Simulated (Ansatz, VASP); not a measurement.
# One calculation of Ta, two programs

The input INCAR:

```
SYSTEM = Ta
PREC     = Accurate       ! precision mode
ENCUT    = 520            ! plane-wave cutoff, eV
EDIFF    = 1E-6           ! SCF threshold, eV
ISMEAR   = 0              ! smearing method
SIGMA    = 0.15           ! smearing width, eV
LREAL    = .FALSE.        ! projectors in reciprocal space
LASPH    = .TRUE.         ! aspherical terms in the spheres
NELM     = 100            ! most SCF steps
ALGO     = Fast           ! electronic algorithm
ISIF     = 2              ! what is computed and relaxed
LWAVE    = .FALSE.        ! write WAVECAR
LCHARG   = .FALSE.        ! write CHGCAR
GGA      = PS             ! functional
NBANDS   = 12             ! bands
```

The input KPOINTS:

```
Automatic mesh
0
G
  26 26 26
  0 0 0
```

The input POSCAR:

```
Ta
1.0
   -1.6402597622      1.6402597622      1.5746493717
    1.6402597622     -1.6402597622      1.5746493717
    1.6402597622      1.6402597622     -1.5746493717
Ta
1
Direct
    0.0000000000      0.0000000000      0.0000000000
```

Input for Ansatz:

```yaml
crystal:
  lattice:
    - [-1.6402597622, 1.6402597622, 1.5746493717]
    - [1.6402597622, -1.6402597622, 1.5746493717]
    - [1.6402597622, 1.6402597622, -1.5746493717]
  atoms:
    - { symbol: Ta, position: [0.0, 0.0, 0.0] }
basis:
  ecutwfc: 420
kpoints:
  mp_grid: { grid: [26, 26, 26] }
hamiltonian:
  xc: pbesol
scf:
  occupations: { method: gaussian, width: 0.15 }
output:
  forces: true
  stress: true
  eigenvalues: true
```

Change from the starting cell: strain +0.000 along x and y, -0.040 along z, atoms carried along.

Alike in both runs: task single point; functional PBEsol; k mesh 26 × 26 × 26; occupations gaussian, width 0.15 eV; no spin polarisation.

|  | VASP | Ansatz |
| --- | --- | --- |
| version | VASP 6.6.1 | Ansatz 0.2.0 |
| potentials or method | VASP PAW PBE potentials, release 64 (Ta_pv), cutoff 520 eV | scalar-relativistic, plane waves, PAW |
| valence electrons in the cell | 11 | 13 |

VASP gave:

```
gap on the k mesh at the Fermi level (eV)                     : none
pressure (GPa)                                                : 9.8
traceless stress, the component that is largest in VASP (GPa) : 3.52
```

Task: What did Ansatz give for the same quantities?

Result: gap on the k mesh at the Fermi level (eV): none; pressure (GPa): 9.5; traceless stress, the component that is largest in VASP (GPa): 3.53.

VASP's potentials were made for PBE, not for PBEsol. A gap of «none» marks a metal or a gap that the smearing closes. With one functional, cell and mesh, what is left measures potentials, basis and numerics. VASP's potentials hold 11 valence electrons a cell and Ansatz's 13, so a difference there can come from the potentials and not from the codes.

Spin-orbit coupling is off throughout.
